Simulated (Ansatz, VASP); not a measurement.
# One calculation of Zr3O, two programs

INCAR

```
PREC     = Accurate       # precision mode
ENCUT    = 520            # plane-wave cutoff, eV
EDIFF    = 1E-7           # SCF threshold, eV
ISMEAR   = 0              # smearing method
SIGMA    = 0.1            # smearing width, eV
LREAL    = F              # projectors in reciprocal space
LASPH    = T              # aspherical terms in the spheres
NELM     = 100            # most SCF steps
ALGO     = Normal         # electronic algorithm
ISIF     = 2              # what is computed and relaxed
LWAVE    = F              # write WAVECAR
LCHARG   = F              # write CHGCAR
GGA      = PS             # functional
NBANDS   = 52             # bands
```

KPOINTS

```
Automatic mesh
0
Gamma
  6 6 8
```

The input POSCAR:

```
Zr3O
1.0
    5.5836031236      0.0000000000      0.0000000000
   -2.7918015618      4.8355421497      0.0000000000
    0.0000000000      0.0000000000      5.1560071116
Zr O
6 2
Direct
    0.0000000000      0.6605667316      0.5000000000
    0.0000000000      0.3394332684      0.0000000000
    0.6605667316      0.6605667316      0.0000000000
    0.6605667316      0.0000000000      0.5000000000
    0.3394332684      0.3394332684      0.5000000000
    0.3394332684      0.0000000000      0.0000000000
    0.6666666667      0.3333333333      0.7500000000
    0.3333333333      0.6666666667      0.2500000000
```

Input for Ansatz:

```yaml
crystal:
  lattice:
    - [5.5836031236, 0.0, 0.0]
    - [-2.7918015618, 4.8355421497, 0.0]
    - [0.0, 0.0, 5.1560071116]
  atoms:
    - { symbol: Zr, position: [0.0, 0.6605667316, 0.5] }
    - { symbol: Zr, position: [0.0, 0.3394332684, 0.0] }
    - { symbol: Zr, position: [0.6605667316, 0.6605667316, 0.0] }
    - { symbol: Zr, position: [0.6605667316, 0.0, 0.5] }
    - { symbol: Zr, position: [0.3394332684, 0.3394332684, 0.5] }
    - { symbol: Zr, position: [0.3394332684, 0.0, 0.0] }
    - { symbol: O, position: [0.6666666667, 0.3333333333, 0.75] }
    - { symbol: O, position: [0.3333333333, 0.6666666667, 0.25] }
basis:
  ecutwfc: 420
kpoints:
  mp_grid: { grid: [6, 6, 8] }
hamiltonian:
  xc: pbesol
scf:
  occupations: { method: gaussian, width: 0.1 }
output:
  forces: true
  stress: true
  eigenvalues: true
```

Alike in both runs: task single point; functional PBEsol; k mesh 6 × 6 × 8; occupations gaussian, width 0.1 eV; no spin polarisation.

```csv
,VASP,Ansatz
version,VASP 6.6.1,Ansatz 0.2.0
potentials or method,"VASP PAW PBE potentials, release 64 (Zr_sv, O), cutoff 520 eV","scalar-relativistic, plane waves, PAW"
valence electrons in the cell,84,84
```

|  | VASP | Ansatz | Ansatz less VASP |
| --- | --- | --- | --- |
| gap on the k mesh at the Fermi level (eV) | none | none | - |
| pressure (GPa) | 0.2 | 0.0 | -0.21 |
| rms of the force components (eV/Å) | 0.007 | 0.000 | -0.0075 |

VASP's potentials were made for PBE, not for PBEsol. Atom by atom the forces differ by 0.007 eV/Å (rms over components). A gap of «none» marks a metal or a gap that the smearing closes. With one functional, cell and mesh, what is left measures potentials, basis and numerics.
